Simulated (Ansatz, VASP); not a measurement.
## One calculation of Be2Co, two programs

```
Be Co
1.0
     0.00000    1.91949    5.33254
     1.33849    0.00000    5.33254
     1.33849    1.91949    0.00000
Be Co
2 1
Direct
  0.33606 0.33606 0.66394
  0.66394 0.66394 0.33606
  0.00000 0.00000 0.00000
```

Alike in both runs: task single point; functional PBE; k mesh 4 × 4 × 4; occupations gaussian, width 0.1 eV; collinear spin.

|  | VASP | Ansatz |
| --- | --- | --- |
| version | VASP 6.6.1 | Ansatz 0.2.0 |
| potentials or method | VASP PAW PBE potentials, release 64 (Be, Co), cutoff 520 eV | scalar-relativistic, plane waves, PAW |
| valence electrons in the cell | 13 | 21 |

```tsv
	VASP	Ansatz	Ansatz less VASP
gap on the k mesh at the Fermi level (eV)	none	none	-
pressure (GPa)	-2.9	-1.0	+1.84
traceless stress, the component that is largest in VASP (GPa)	3.35	4.00	+0.648
rms of the force components (eV/Å)	0.033	0.051	+0.0189
net moment per atom (μB)	0.16	0.30	+0.142
size of the moment on the site where the two differ most (μB)	0.51	0.95	+0.437
```

The net moments are unlike, so the other rows may belong to different states. Site moments also hang on the region over which each program counts them. Atom by atom the forces differ by 0.084 eV/Å (rms over components). A gap of «none» marks a metal or a gap that the smearing closes. VASP's potentials hold 13 valence electrons a cell and Ansatz's 21, so a difference there can come from the potentials and not from the codes.

The k mesh is coarse, so the values compare programs but aren't converged.
